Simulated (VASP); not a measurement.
# Ga4ICl3 (Im-3m) in VASP: a series of runs

Runs on Ga4ICl3. Level: PBE. Tasks: single point.

All numbers are computed with VASP 6.6.1; they aren't measurements. Logs are shortened: lines on timing, memory, paths and dates and some standing lists are left out, and cuts for length are marked.

## (1) The cell of the first run

Symmetry: Im-3m, No. 229, cubic system. The conventional cell has a = 6.961 Å, b = 6.961 Å, c = 6.961 Å, α = 90.00°, β = 90.00°, γ = 90.00°. Ga (site symmetry -3m) has 2 I at 3.01 Å and 6 Cl at 3.01 Å and 6 Ga at 3.48 Å within 4.0 Å. I (site symmetry m-3m) has 8 Ga at 3.01 Å and 6 Cl at 3.48 Å within 4.0 Å. Within 4.0 Å of Cl (site symmetry 4/mmm) lie 8 Ga at 3.01 Å and 2 I at 3.48 Å and 4 Cl at 3.48 Å.

## (2) Single point, PBE

File INCAR:

```
SYSTEM = Ga4ICl3
  PREC = Accurate
  ENCUT = 520
  EDIFF = 1E-7
  ISMEAR = 0
  SIGMA = 0.1
  LREAL = .False.
  LASPH = .True.
  NELM = 60
  ALGO = Normal
  ISIF = 2
  LWAVE = .False.
  LCHARG = .True.
  GGA = PE
  LELF = .True.
  LVHAR = .True.
  NBANDS = 50
```

File KPOINTS:

```
regular mesh
0
Gamma
  4 4 4
  0 0 0
```

File POSCAR:

```
Ga4ICl3
1.0
   -3.4802677000      3.4802677000      3.4802677000
    3.4802677000     -3.4802677000      3.4802677000
    3.4802677000      3.4802677000     -3.4802677000
Ga I Cl
4 1 3
Direct
    0.5000000000      0.5000000000      0.5000000000
    0.0000000000      0.0000000000      0.5000000000
    0.0000000000      0.5000000000      0.0000000000
    0.5000000000      0.0000000000      0.0000000000
    0.0000000000      0.0000000000      0.0000000000
    0.5000000000      0.5000000000      0.0000000000
    0.5000000000      0.0000000000      0.5000000000
    0.0000000000      0.5000000000      0.5000000000
```

Potentials or basis: VASP PAW PBE potentials, release 64 (Ga_d, I, Cl).

On the command line:

```bash
> cat potpaw_PBE.64/Ga_d/POTCAR potpaw_PBE.64/I/POTCAR potpaw_PBE.64/Cl/POTCAR > POTCAR
> mpirun -np 1 vasp_std > vasp.out
```

OUTCAR:

```text
SYSTEM = Ga4ICl3
   PREC = Accurate
   ENCUT = 520
   EDIFF = 1E-7
   ISMEAR = 0
   LREAL = .False.
   LASPH = .True.
   NELM = 60
   ISIF = 2
   GGA = PE

 ion  position               nearest neighbor table
   1  0.500  0.500  0.500-   5 3.01   5 3.01
   2  0.000  0.000  0.500-   5 3.01   5 3.01
   3  0.000  0.500  0.000-   5 3.01   5 3.01
   4  0.500  0.000  0.000-   5 3.01   5 3.01
   5  0.000  0.000  0.000-   1 3.01   2 3.01   3 3.01   4 3.01   2 3.01   3 3.01   4 3.01   1 3.01

   6  0.500  0.500  0.000-
   7  0.500  0.000  0.500-
   8  0.000  0.500  0.500-

  LATTYP: Found a body centered cubic cell.
 ALAT       =     6.9605354000

  Lattice vectors:

 A1 = (  -3.4802677000,   3.4802677000,   3.4802677000)
 A2 = (   3.4802677000,  -3.4802677000,   3.4802677000)
 A3 = (   3.4802677000,   3.4802677000,  -3.4802677000)

Analysis of symmetry for initial positions (statically):
=====================================================================
 Subroutine PRICEL returns:
 Original cell was already a primitive cell.

 Routine SETGRP: Setting up the symmetry group for a
 body centered cubic supercell.

 Subroutine GETGRP returns: Found 48 space group operations
 (whereof 48 operations were pure point group operations)
 out of a pool of 48 trial point group operations.

The static configuration has the point symmetry O_h .

Analysis of symmetry for dynamics (positions and initial velocities):
=====================================================================
 Subroutine PRICEL returns:
 Original cell was already a primitive cell.

 Routine SETGRP: Setting up the symmetry group for a
 body centered cubic supercell.

 Subroutine GETGRP returns: Found 48 space group operations
 (whereof 48 operations were pure point group operations)
 out of a pool of 48 trial point group operations.

The dynamic configuration has the point symmetry O_h .

 Subroutine INISYM returns: Found 48 space group operations
 (whereof 48 operations are pure point group operations),
 and found     1 'primitive' translations

----------------------------------------------------------------------------------------

                                     Primitive cell

  volume of cell :     168.6157

  direct lattice vectors                    reciprocal lattice vectors
    -3.480267700  3.480267700  3.480267700     0.000000000  0.143667109  0.143667109
     3.480267700 -3.480267700  3.480267700     0.143667109  0.000000000  0.143667109
     3.480267700  3.480267700 -3.480267700     0.143667109  0.143667109  0.000000000

  length of vectors
     6.028000480  6.028000480  6.028000480     0.203175974  0.203175974  0.203175974

  position of ions in fractional coordinates (direct lattice)
     0.500000000  0.500000000  0.500000000
     0.000000000  0.000000000  0.500000000
     0.000000000  0.500000000  0.000000000
     0.500000000  0.000000000  0.000000000
     0.000000000  0.000000000  0.000000000
     0.500000000  0.500000000  0.000000000
     0.500000000  0.000000000  0.500000000
     0.000000000  0.500000000  0.500000000

  ion indices of the primitive-cell ions
   primitive index   ion index
                 1           1
                 2           2
                 3           3
                 4           4
                 5           5
                 6           6
                 7           7
                 8           8

----------------------------------------------------------------------------------------

 KPOINTS: regular mesh

Automatic generation of k-mesh.
 Grid dimensions read from file:
 generate k-points for:    4    4    4

 Generating k-lattice:

  Cartesian coordinates                     Fractional coordinates (reciprocal lattice)
     0.000000000  0.035916777  0.035916777     0.250000000  0.000000000  0.000000000
     0.035916777  0.000000000  0.035916777     0.000000000  0.250000000  0.000000000
     0.035916777  0.035916777  0.000000000     0.000000000  0.000000000  0.250000000

  Length of vectors
     0.050793994  0.050793994  0.050793994

  Shift w.r.t. Gamma in fractional coordinates (k-lattice)
     0.000000000  0.000000000  0.000000000

 Subroutine IBZKPT returns following result:
 ===========================================

 Found      8 irreducible k-points:

 Following reciprocal coordinates:
            Coordinates               Weight
  0.000000  0.000000  0.000000      1.000000
  0.250000  0.000000  0.000000     12.000000
  0.500000  0.000000  0.000000      6.000000
  0.250000  0.250000  0.000000     24.000000
  0.250000  0.250000  0.250000      2.000000
 -0.250000  0.250000  0.250000      6.000000
  0.500000  0.500000  0.250000     12.000000
  0.500000  0.500000  0.500000      1.000000
   k-points           NKPTS =      8   k-points in BZ     NKDIM =      8   number of bands    NBANDS=     50
   number of dos      NEDOS =    301   number of ions     NIONS =      8
   total plane-waves  NPLWV = 110592
   dimension x,y,z NGX =    48 NGY =   48 NGZ =   48
   dimension x,y,z NGXF=    96 NGYF=   96 NGZF=   96
   ions per type =               4   1   3
   NGX,Y,Z   is equivalent  to a cutoff of  13.24, 13.24, 13.24 a.u.
   NGXF,Y,Z  is equivalent  to a cutoff of  26.48, 26.48, 26.48 a.u.
 SYSTEM =  Ga4ICl3
   PREC   = accura    normal or accurate (medium, high low for compatibility)
   ISTART =      0    job   : 0-new  1-cont  2-samecut
   ICHARG =      2    charge: 1-file 2-atom 10-const
   ISPIN  =      1    spin polarized calculation?
   LNONCOLLINEAR =      F non collinear calculations
   LSORBIT =      F    spin-orbit coupling
   LASPH  =      T    aspherical Exc in radial PAW
   ENCUT  =  520.0 eV  38.22 Ry    6.18 a.u.  11.21 11.21 11.21*2*pi/ulx,y,z
   NELM   =     60;   NELMIN=  2; NELMDL= -5     # of ELM steps
   EDIFF  = 0.1E-06   stopping-criterion for ELM
   LREAL  =      F    real-space projection
   EDIFFG = 0.1E-05   stopping-criterion for IOM
   NSW    =      0    number of steps for IOM
   IBRION =     -1    ionic relax: 0-MD 1-quasi-New 2-CG
   NFREE  =      0    steps in history (QN), initial steepest desc. (CG)
   ISIF   =      2    stress and relaxation
   ISYM   =      2    0-nonsym 1-usesym 2-fastsym
   POTIM  = 0.5000    time-step for ionic-motion
   TEBEG  =    0.0;   TEEND  =   0.0 temperature during run
   PSTRESS=    0.0 pullay stress
   NELECT =      80.0000    total number of electrons
   NUPDOWN=      -1.0000    fix difference up-down
   EMIN   =  10.00;   EMAX   =-10.00  energy-range for DOS
   EFERMI =   0.00;   METHOD = LEGACY
   ISMEAR =     0;   SIGMA  =   0.10  broadening in eV -4-tet -1-fermi 0-gaus
   EFERMI_NEDOS =   21; number of points for ismear=-14 and -15
   IALGO  =     38    algorithm
   IMIX   =      4    mixing-type and parameters
     AMIX     =   0.40;   BMIX     =  1.00
     AMIX_MAG =   1.60;   BMIX_MAG =  1.00
  volume/ion in A,a.u.               =      21.08       142.23
  Fermi-wavevector in a.u.,A,eV,Ry     =   1.276847  2.412891 22.182097  1.630338
  Thomas-Fermi vector in A             =   2.409480
   LORBIT       =      0    0 simple, 1 ext, 2 COOP (PROOUT), +10 PAW based schemes
   GGA     = PE    functional components
   LHFCALC =     F    Hartree Fock is set to
   AEXX    =    0.0000 exact exchange contribution
   IVDW    =     0    specifies the selected vdW correction
   LEPSILON=     F    determine dielectric tensor
   LRPA    =     F    only Hartree local field effects (RPA)
 non-spin polarized calculation
 Gauss-broadening in eV      SIGMA  =   0.10
  energy-cutoff  :      520.00
  volume of cell :      168.62
 maximum number of plane-waves:      4552
 NGX is ok and might be reduce to    48
   NGX = 23   NGY = 23   NGZ = 23

 number of electron      80.0000028 magnetization

 Free energy of the ion-electron system (eV)
  ---------------------------------------------------
  ext. energy  EPLUGINS =         0.00000000
  ---------------------------------------------------
  free energy    TOTEN  =       -21.40831705 eV

  energy without entropy =      -21.40719653  energy(sigma->0) =      -21.40775679

 E-fermi :   5.5696     XC(G=0): -10.1862

 val. band max:        5.4447579488   @ k =   0.5000   0.5000   0.5000
 cond. band min:       5.6948320391   @ k =   0.5000   0.5000   0.5000
 fundamental gap:      0.2500740902
 Fermi energy:         5.5696004867

 k-point     1 :       0.0000    0.0000    0.0000
  band No.  band energies     occupation
      1     -10.7063      2.00000
      2     -10.1195      2.00000
      3     -10.1195      2.00000
      4      -9.5263      2.00000
      5      -9.3149      2.00000
      6      -9.3149      2.00000
[... 42 lines left out ...]
     49      11.4546      0.00000
     50      12.1810      0.00000

 k-point     2 :       0.2500    0.0000    0.0000
  band No.  band energies     occupation
      1     -10.5806      2.00000
      2     -10.1442      2.00000
      3     -10.0913      2.00000
      4      -9.4758      2.00000
      5      -9.3094      2.00000
      6      -9.3011      2.00000
[... 42 lines left out ...]
     49      11.0036      0.00000
     50      11.1620      0.00000

 k-point     3 :       0.5000    0.0000    0.0000
  band No.  band energies     occupation
      1     -10.3733      2.00000
      2     -10.2443      2.00000
      3     -10.0599      2.00000
      4      -9.4088      2.00000
      5      -9.2981      2.00000
      6      -9.2968      2.00000
[... 42 lines left out ...]
     49      10.8510      0.00000
     50      10.9336      0.00000

 k-point     4 :       0.2500    0.2500    0.0000
  band No.  band energies     occupation
      1     -10.3952      2.00000
      2     -10.2046      2.00000
      3     -10.0773      2.00000
      4      -9.4105      2.00000
      5      -9.2987      2.00000
      6      -9.2855      2.00000
[... 151 lines left out ...]
 k-point     7 :       0.5000    0.5000    0.2500
  band No.  band energies     occupation
      1     -10.3270      2.00000
      2     -10.2631      2.00000
      3      -9.9873      2.00000
      4      -9.3533      2.00000
      5      -9.3043      2.00000
      6      -9.3040      2.00000
[... 42 lines left out ...]
     49      10.2645      0.00000
     50      10.4831      0.00000

 k-point     8 :       0.5000    0.5000    0.5000
  band No.  band energies     occupation
      1     -10.2779      2.00000
      2     -10.2779      2.00000
      3      -9.9065      2.00000
      4      -9.3096      2.00000
      5      -9.3096      2.00000
      6      -9.3096      2.00000
[... 42 lines left out ...]
     49       9.8164      0.00000
     50      10.2583      0.00000

------------------------ aborting loop because EDIFF is reached ----------------------------------------

  FORCE on cell =-STRESS in cart. coord.  units (eV):
  Direction    XX          YY          ZZ          XY          YZ          ZX
  --------------------------------------------------------------------------------------
  -------------------------------------------------------------------------------------
  Total       10.5190518     10.5190518     10.5190518     -0.0000000     -0.0000000     -0.0000000
  in kB       99.9514804     99.9514804     99.9514804     -0.0000000     -0.0000000     -0.0000000
  external PRESSURE =      99.9514804 kB  Pullay stress =       0.0000000 kB

 VOLUME and BASIS-vectors are now :
 -----------------------------------------------------------------------------
  energy-cutoff  :      520.00
  volume of cell :      168.62
      direct lattice vectors                 reciprocal lattice vectors
    -3.480267700  3.480267700  3.480267700     0.000000000  0.143667109  0.143667109
     3.480267700 -3.480267700  3.480267700     0.143667109  0.000000000  0.143667109
     3.480267700  3.480267700 -3.480267700     0.143667109  0.143667109  0.000000000

 POSITION                                       TOTAL-FORCE (eV/Angst)
 -----------------------------------------------------------------------------------
      1.74013      1.74013      1.74013         0.000000     -0.000000      0.000000
      1.74013      1.74013     -1.74013         0.000000     -0.000000     -0.000000
      1.74013     -1.74013      1.74013         0.000000      0.000000      0.000000
     -1.74013      1.74013      1.74013        -0.000000     -0.000000      0.000000
      0.00000      0.00000      0.00000         0.000000     -0.000000      0.000000
      0.00000      0.00000      3.48027         0.000000      0.000000     -0.000000
      0.00000      3.48027      0.00000        -0.000000      0.000000      0.000000
      3.48027      0.00000      0.00000        -0.000000      0.000000     -0.000000
 -----------------------------------------------------------------------------------
    total drift:                                0.000000      0.000000     -0.000000

  FREE ENERGIE OF THE ION-ELECTRON SYSTEM (eV)
  ---------------------------------------------------
  free  energy   TOTEN  =       -21.4083170515 eV

  energy  without entropy=      -21.4071965272  energy(sigma->0) =      -21.40775679
```

Run time: 1.7 min. Hardware: 1 thread of AMD EPYC 9R14 (Zen 4), shared host; peak memory 0.31 GiB.

Results:

```
Free energy            : -21.4083 eV
Pressure               : 10.0 GPa
Band gap on the k mesh : 0.25 eV
```

Levels at points of the mesh, in eV from the valence-band top:
```
           k point  band 38  band 39  band 40  band 41  band 42  band 43
(0.00, 0.00, 0.00)    -2.13    -2.13    -2.13     3.83     3.83     3.83
(0.50, 0.00, 0.00)    -1.63    -1.40    -0.36     1.30     1.80     2.36
(0.50, 0.50, 0.50)     0.00     0.00     0.00     0.25     0.25     0.25
```

Caveat: the cell stands under pressure; semilocal functionals underestimate gaps, and a narrow one can read as zero; spin-orbit coupling is left out, which moves the levels of the heavy elements. A k mesh can miss the band edges.

(Part 1 of 2 ends here.)
